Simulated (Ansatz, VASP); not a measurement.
Two plane-wave programs on GaN

```
Ga N
1.0
     3.18900    0.00000    0.00000
    -1.59450    2.76176    0.00000
     0.00000    0.00000    5.21611
Ga N
2 2
Direct
  0.33333 0.66667 0.00051
  0.66667 0.33333 0.50051
  0.33333 0.66667 0.37649
  0.66667 0.33333 0.87649
```

Alike in both runs: functional PBE; k mesh 8 × 8 × 5; occupations gaussian, width 0.05 eV; no spin polarisation.

Ansatz relaxed the structure, and its values are those at the end. VASP's run is a single point on that final structure, the one shown.

|  | VASP | Ansatz |
| --- | --- | --- |
| version | VASP 6.6.1 | Ansatz 0.2.0 |
| potentials or method | VASP PAW PBE potentials, release 64 (Ga_d, N) | scalar-relativistic, plane waves, PAW |
| plane-wave cutoff (eV) | 520 | 420 |
| valence electrons in the cell | 36 | 36 |

```csv
,VASP,Ansatz,Ansatz less VASP
pressure (GPa),4.3,4.3,-0.04
```

Ansatz's warnings: stress scf threshold loose.
